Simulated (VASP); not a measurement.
# NaCu (Pm-3m) in VASP: further runs

NaCu is run at these levels: r2SCAN; tasks: relaxation of cell and atoms, single point.

Program: VASP 6.6.1. These are calculated values, not measurements. Logs are shortened: lines on timing, memory, paths and dates and some standing lists are left out, and cuts for length are marked.

### Step 1. The cell of the first run

The structure is cubic, space group Pm-3m (No. 221). Conventional cell: a = 3.368 Å, b = 3.368 Å, c = 3.368 Å, α = 90.00°, β = 90.00°, γ = 90.00°. Na (site symmetry m-3m) has 8 Cu at 2.92 Å and 6 Na at 3.37 Å within 3.8 Å. Within 3.8 Å of Cu (site symmetry m-3m) lie 8 Na at 2.92 Å and 6 Cu at 3.37 Å.

### Step 2. Relaxation of cell and atoms, r2SCAN

File POSCAR:

```
NaCu
1.0
    3.3675061791      0.0000000000      0.0000000000
    0.0000000000      3.3675061791      0.0000000000
    0.0000000000      0.0000000000      3.3675061791
Na Cu
1 1
Direct
    0.0000000000      0.0000000000      0.0000000000
    0.5000000000      0.5000000000      0.5000000000
```

File INCAR.step1:

```
SYSTEM = NaCu
PREC     = Accurate       ! precision mode
ENCUT    = 660            ! plane-wave cutoff, eV
ISMEAR   = 0              ! smearing method
SIGMA    = 0.1            ! smearing width, eV
LREAL    = .FALSE.        ! projectors in reciprocal space
LASPH    = .TRUE.         ! aspherical terms in the spheres
NELM     = 120            ! most SCF steps
GGA      = PE             ! functional
ALGO     = Normal         ! electronic algorithm
EDIFF    = 1E-5           ! SCF threshold, eV
LWAVE    = .TRUE.         ! write WAVECAR
LCHARG   = .FALSE.        ! write CHGCAR
GGA_COMPAT= .FALSE.      
IBRION   = 2              ! ionic algorithm
ISIF     = 3              ! what is computed and relaxed
EDIFFG   = -0.005         ! ionic threshold
NELMIN   = 4            
NSW      = 100            ! ionic steps
```

File INCAR.step2:

```
SYSTEM = NaCu
PREC     = Accurate       ! precision mode
ENCUT    = 660            ! plane-wave cutoff, eV
EDIFF    = 1E-7           ! SCF threshold, eV
ISMEAR   = 0              ! smearing method
SIGMA    = 0.1            ! smearing width, eV
LREAL    = .FALSE.        ! projectors in reciprocal space
LASPH    = .TRUE.         ! aspherical terms in the spheres
NELM     = 120            ! most SCF steps
ALGO     = Normal         ! electronic algorithm
ISIF     = 3              ! what is computed and relaxed
LWAVE    = .FALSE.        ! write WAVECAR
LCHARG   = .FALSE.        ! write CHGCAR
METAGGA  = R2SCAN         ! meta-GGA
LMIXTAU  = .TRUE.       
IBRION   = 2              ! ionic algorithm
NSW      = 100            ! ionic steps
EDIFFG   = -0.01          ! ionic threshold
ISTART   = 1            
GGA_COMPAT= .FALSE.      
NELMIN   = 4
```

File KPOINTS:

```
Automatic mesh
0
G
  16 16 16
  0 0 0
```

Potentials or basis: VASP PAW PBE potentials, release 64 (Na_pv, Cu).

Started as:

```console
$ cat potpaw_PBE.64/Na_pv/POTCAR potpaw_PBE.64/Cu/POTCAR > POTCAR
$ cp INCAR.step1 INCAR
$ mpirun -np 1 vasp_std > vasp.out
$ cp INCAR.step2 INCAR
$ mpirun -np 1 vasp_std > vasp.out
```

OUTCAR:

```text
SYSTEM = NaCu
   PREC = Accurate
   ENCUT = 660
   EDIFF = 1E-7
   ISMEAR = 0
   LREAL = .FALSE.
   LASPH = .TRUE.
   NELM = 120
   ISIF = 3
   METAGGA = R2SCAN
   IBRION = 2
   NSW = 100
   EDIFFG = -0.01
   ISTART = 1
   NELMIN = 4

 ion  position               nearest neighbor table
   1  0.000  0.000  0.000-
   2  0.500  0.500  0.500-

  LATTYP: Found a simple cubic cell.
 ALAT       =     3.3675061791

  Lattice vectors:

 A1 = (   3.3675061791,   0.0000000000,   0.0000000000)
 A2 = (   0.0000000000,   3.3675061791,   0.0000000000)
 A3 = (   0.0000000000,   0.0000000000,   3.3675061791)

Analysis of symmetry for initial positions (statically):
=====================================================================
 Subroutine PRICEL returns:
 Original cell was already a primitive cell.

 Routine SETGRP: Setting up the symmetry group for a
 simple cubic supercell.

 Subroutine GETGRP returns: Found 48 space group operations
 (whereof 48 operations were pure point group operations)
 out of a pool of 48 trial point group operations.

The static configuration has the point symmetry O_h .

Analysis of symmetry for dynamics (positions and initial velocities):
=====================================================================
 Subroutine PRICEL returns:
 Original cell was already a primitive cell.

 Routine SETGRP: Setting up the symmetry group for a
 simple cubic supercell.

 Subroutine GETGRP returns: Found 48 space group operations
 (whereof 48 operations were pure point group operations)
 out of a pool of 48 trial point group operations.

The dynamic configuration has the point symmetry O_h .

 Subroutine INISYM returns: Found 48 space group operations
 (whereof 48 operations are pure point group operations),
 and found     1 'primitive' translations

----------------------------------------------------------------------------------------

                                     Primitive cell

  volume of cell :      38.1878

  direct lattice vectors                    reciprocal lattice vectors
     3.367506179  0.000000000  0.000000000     0.296955654  0.000000000  0.000000000
     0.000000000  3.367506179  0.000000000     0.000000000  0.296955654  0.000000000
     0.000000000  0.000000000  3.367506179     0.000000000  0.000000000  0.296955654

  length of vectors
     3.367506179  3.367506179  3.367506179     0.296955654  0.296955654  0.296955654

  position of ions in fractional coordinates (direct lattice)
     0.000000000  0.000000000  0.000000000
     0.500000000  0.500000000  0.500000000

  ion indices of the primitive-cell ions
   primitive index   ion index
                 1           1
                 2           2

----------------------------------------------------------------------------------------

 KPOINTS: Automatic mesh

Automatic generation of k-mesh.
 Grid dimensions read from file:
 generate k-points for:   16   16   16

 Generating k-lattice:

  Cartesian coordinates                     Fractional coordinates (reciprocal lattice)
     0.018559728  0.000000000  0.000000000     0.062500000  0.000000000  0.000000000
     0.000000000  0.018559728  0.000000000     0.000000000  0.062500000  0.000000000
     0.000000000  0.000000000  0.018559728     0.000000000  0.000000000  0.062500000

  Length of vectors
     0.018559728  0.018559728  0.018559728

  Shift w.r.t. Gamma in fractional coordinates (k-lattice)
     0.000000000  0.000000000  0.000000000

 Subroutine IBZKPT returns following result:
 ===========================================

 Found    165 irreducible k-points:

 Following reciprocal coordinates:
            Coordinates               Weight
  0.000000  0.000000  0.000000      1.000000
  0.062500  0.000000  0.000000      6.000000
  0.125000  0.000000  0.000000      6.000000
  0.187500  0.000000  0.000000      6.000000
  0.250000  0.000000  0.000000      6.000000
  0.312500  0.000000  0.000000      6.000000
[... 16 lines left out ...]
  0.437500  0.125000  0.000000     24.000000
  0.500000  0.125000  0.000000     12.000000
 [... further k-points ...]
   k-points           NKPTS =    165   k-points in BZ     NKDIM =    165   number of bands    NBANDS=     13
   number of dos      NEDOS =    301   number of ions     NIONS =      2
   total plane-waves  NPLWV =  21952
   dimension x,y,z NGX =    28 NGY =   28 NGZ =   28
   dimension x,y,z NGXF=    56 NGYF=   56 NGZF=   56
   ions per type =               1   1
   NGX,Y,Z   is equivalent  to a cutoff of  13.82, 13.82, 13.82 a.u.
   NGXF,Y,Z  is equivalent  to a cutoff of  27.65, 27.65, 27.65 a.u.
 SYSTEM =  NaCu
   PREC   = accura    normal or accurate (medium, high low for compatibility)
   ISTART =      1    job   : 0-new  1-cont  2-samecut
   ICHARG =      0    charge: 1-file 2-atom 10-const
   ISPIN  =      1    spin polarized calculation?
   LNONCOLLINEAR =      F non collinear calculations
   LSORBIT =      F    spin-orbit coupling
   LASPH  =      T    aspherical Exc in radial PAW
   ENCUT  =  660.0 eV  48.51 Ry    6.96 a.u.   7.05  7.05  7.05*2*pi/ulx,y,z
   NELM   =    120;   NELMIN=  4; NELMDL=  0     # of ELM steps
   EDIFF  = 0.1E-06   stopping-criterion for ELM
   LREAL  =      F    real-space projection
   EDIFFG = -.1E-01   stopping-criterion for IOM
   NSW    =    100    number of steps for IOM
   IBRION =      2    ionic relax: 0-MD 1-quasi-New 2-CG
   NFREE  =      1    steps in history (QN), initial steepest desc. (CG)
   ISIF   =      3    stress and relaxation
   ISYM   =      2    0-nonsym 1-usesym 2-fastsym
   POTIM  = 0.5000    time-step for ionic-motion
   TEBEG  =    0.0;   TEEND  =   0.0 temperature during run
   PSTRESS=    0.0 pullay stress
   NELECT =      18.0000    total number of electrons
   NUPDOWN=      -1.0000    fix difference up-down
   EMIN   =  10.00;   EMAX   =-10.00  energy-range for DOS
   EFERMI =   0.00;   METHOD = LEGACY
   ISMEAR =     0;   SIGMA  =   0.10  broadening in eV -4-tet -1-fermi 0-gaus
   EFERMI_NEDOS =   21; number of points for ismear=-14 and -15
   IALGO  =     38    algorithm
   IMIX   =      4    mixing-type and parameters
     AMIX     =   0.40;   BMIX     =  1.00
     AMIX_MAG =   1.60;   BMIX_MAG =  1.00
  volume/ion in A,a.u.               =      19.09       128.85
  Fermi-wavevector in a.u.,A,eV,Ry     =   1.274062  2.407628 22.085443  1.623234
  Thomas-Fermi vector in A             =   2.406851
   LORBIT       =      0    0 simple, 1 ext, 2 COOP (PROOUT), +10 PAW based schemes
   METAGGA = R2SCAN    functional components
   LHFCALC =     F    Hartree Fock is set to
   AEXX    =    0.0000 exact exchange contribution
   IVDW    =     0    specifies the selected vdW correction
   LEPSILON=     F    determine dielectric tensor
   LRPA    =     F    only Hartree local field effects (RPA)
 conjugate gradient relaxation of ions
 non-spin polarized calculation
 Gauss-broadening in eV      SIGMA  =   0.10
  energy-cutoff  :      660.00
  volume of cell :       38.19
 maximum number of plane-waves:      1492
   NGX = 15   NGY = 15   NGZ = 15

 number of electron      17.9999995 magnetization

 Free energy of the ion-electron system (eV)
  ---------------------------------------------------
  ext. energy  EPLUGINS =         0.00000000
  ---------------------------------------------------
  free energy    TOTEN  =       -13.44777011 eV

  energy without entropy =      -13.44433213  energy(sigma->0) =      -13.44605112

 E-fermi :   2.6083     XC(G=0):  -9.8640

 val. band max:        2.6042687941   @ k =   0.5000   0.4375   0.0625
 cond. band min:       2.6195462733   @ k =   0.5000   0.2500   0.1250
 fundamental gap:      0.0152774792
 Fermi energy:         2.6082777905

 k-point     1 :       0.0000    0.0000    0.0000
  band No.  band energies     occupation
      1     -22.1664      2.00000
      2     -22.1664      2.00000
      3     -22.1664      2.00000
      4      -3.0971      2.00000
      5       0.0223      2.00000
      6       0.0223      2.00000
      7       0.5978      2.00000
      8       0.5978      2.00000
      9       0.5978      2.00000
     10      10.2318      0.00000
     11      10.2318      0.00000
     12      10.2318      0.00000
     13      11.4237      0.00000

 k-point     2 :       0.0625    0.0000    0.0000
  band No.  band energies     occupation
      1     -22.1687      2.00000
      2     -22.1662      2.00000
      3     -22.1662      2.00000
      4      -3.0416      2.00000
      5       0.0261      2.00000
      6       0.0322      2.00000
      7       0.5909      2.00000
      8       0.5909      2.00000
      9       0.5985      2.00000
     10       9.3137      0.00000
     11      10.2798      0.00000
     12      10.2798      0.00000
     13      11.4635      0.00000

 k-point     3 :       0.1250    0.0000    0.0000
  band No.  band energies     occupation
      1     -22.1753      2.00000
      2     -22.1656      2.00000
      3     -22.1656      2.00000
      4      -2.8763      2.00000
      5       0.0371      2.00000
      6       0.0615      2.00000
      7       0.5714      2.00000
      8       0.5714      2.00000
      9       0.6007      2.00000
     10       7.9784      0.00000
     11      10.4210      0.00000
     12      10.4210      0.00000
     13      11.5830      0.00000

 k-point     4 :       0.1875    0.0000    0.0000
  band No.  band energies     occupation
      1     -22.1851      2.00000
      2     -22.1648      2.00000
      3     -22.1648      2.00000
      4      -2.6063      2.00000
      5       0.0536      2.00000
      6       0.1100      2.00000
      7       0.5425      2.00000
      8       0.5425      2.00000
      9       0.6040      2.00000
     10       6.6464      0.00000
     11      10.6470      0.00000
     12      10.6470      0.00000
     13      11.7829      0.00000

 k-point     5 :       0.2500    0.0000    0.0000
  band No.  band energies     occupation
      1     -22.1967      2.00000
      2     -22.1638      2.00000
      3     -22.1638      2.00000
      4      -2.2421      2.00000
      5       0.0730      2.00000
      6       0.1795      2.00000
      7       0.5090      2.00000
      8       0.5090      2.00000
      9       0.6079      2.00000
     10       5.3727      0.00000
     11      10.9422      0.00000
     12      10.9422      0.00000
     13      12.0628      0.00000
[... 257 lines left out ...]
 k-point    22 :       0.3750    0.1250    0.0000
  band No.  band energies     occupation
      1     -22.2166      2.00000
      2     -22.1703      2.00000
      3     -22.1612      2.00000
      4      -1.1544      2.00000
      5       0.1414      2.00000
      6       0.3150      2.00000
      7       0.4503      2.00000
      8       0.5796      2.00000
      9       0.5874      2.00000
     10       3.2864      0.00000
     11       9.6119      0.00000
     12      11.8611      0.00000
     13      13.0474      0.00000

 k-point    23 :       0.4375    0.1250    0.0000
  band No.  band energies     occupation
      1     -22.2230      2.00000
      2     -22.1696      2.00000
      3     -22.1606      2.00000
      4      -0.8061      2.00000
      5       0.1553      2.00000
      6       0.3050      2.00000
      7       0.4319      2.00000
      8       0.5895      2.00000
      9       0.8963      2.00000
     10       2.3314      1.99991
     11       9.9986      0.00000
     12      12.1442      0.00000
     13      12.6666      0.00000

 k-point    24 :       0.5000    0.1250    0.0000
  band No.  band energies     occupation
      1     -22.2253      2.00000
      2     -22.1694      2.00000
      3     -22.1604      2.00000
      4      -0.6763      2.00000
      5       0.1609      2.00000
      6       0.2969      2.00000
      7       0.4255      2.00000
      8       0.5902      2.00000
      9       1.3195      2.00000
     10       1.6856      2.00000
     11      10.1752      0.00000
     12      12.2568      0.00000
     13      12.4648      0.00000

 [... further k-points ...]

------------------------ aborting loop because EDIFF is reached ----------------------------------------

  FORCE on cell =-STRESS in cart. coord.  units (eV):
  Direction    XX          YY          ZZ          XY          YZ          ZX
  --------------------------------------------------------------------------------------
  -------------------------------------------------------------------------------------
  Total        0.0190548      0.0190548      0.0190548      0.0000000      0.0000000     -0.0000000
  in kB        0.7994481      0.7994481      0.7994481      0.0000000      0.0000000     -0.0000000
  external PRESSURE =       0.7994481 kB  Pullay stress =       0.0000000 kB

 VOLUME and BASIS-vectors are now :
 -----------------------------------------------------------------------------
  energy-cutoff  :      660.00
  volume of cell :       38.19
      direct lattice vectors                 reciprocal lattice vectors
     3.367506179  0.000000000  0.000000000     0.296955654  0.000000000  0.000000000
     0.000000000  3.367506179  0.000000000     0.000000000  0.296955654  0.000000000
     0.000000000  0.000000000  3.367506179     0.000000000  0.000000000  0.296955654

 POSITION                                       TOTAL-FORCE (eV/Angst)
 -----------------------------------------------------------------------------------
      0.00000      0.00000      0.00000         0.000000      0.000000      0.000000
      1.68375      1.68375      1.68375         0.000000      0.000000      0.000000
 -----------------------------------------------------------------------------------
    total drift:                                0.000000      0.000000      0.000000

  FREE ENERGIE OF THE ION-ELECTRON SYSTEM (eV)
  ---------------------------------------------------
  free  energy   TOTEN  =       -13.4477701111 eV

  energy  without entropy=      -13.4443321323  energy(sigma->0) =      -13.44605112

 reached required accuracy - stopping structural energy minimisation
```

It took 5.2 min on 1 thread of Intel Xeon 6975P-C (Granite Rapids), shared host; peak memory 0.26 GiB.

What came out:

- Free energy: -13.4478 eV
- Pressure after relaxing: 0.1 GPa
- Band gap on the k mesh: zero (bands 9 and 10 overlap by 4.22 eV)

Final structure:
```
CELL_PARAMETERS angstrom
3.36751 0.00000 0.00000
0.00000 3.36751 0.00000
0.00000 0.00000 3.36751
ATOMIC_POSITIONS crystal
Na 0.00000 0.00000 0.00000
Cu 0.50000 0.50000 0.50000
```

Levels at points of the mesh, in eV from the Fermi level:
```csv
k point,band 7,band 8,band 9,band 10,band 11,band 12
"(0.00, 0.00, 0.00)",-2.01,-2.01,-2.01,7.62,7.62,7.62
"(0.50, 0.00, 0.00)",-2.18,-1.99,-1.32,-1.23,9.38,9.38
"(0.50, 0.50, 0.00)",-2.17,-1.81,0.47,1.04,1.04,5.44
"(0.50, 0.50, 0.50)",-1.80,-1.80,2.99,2.99,2.99,3.84
```

Caveat: the relaxation stopped at its first step, so nothing moved; the PAW data sets were made with another functional, which shifts forces and pressure a little.

(Part 1 of 2 ends here.)

The gap in the log of VASP goes by the Fermi energy; the results here count the filled bands.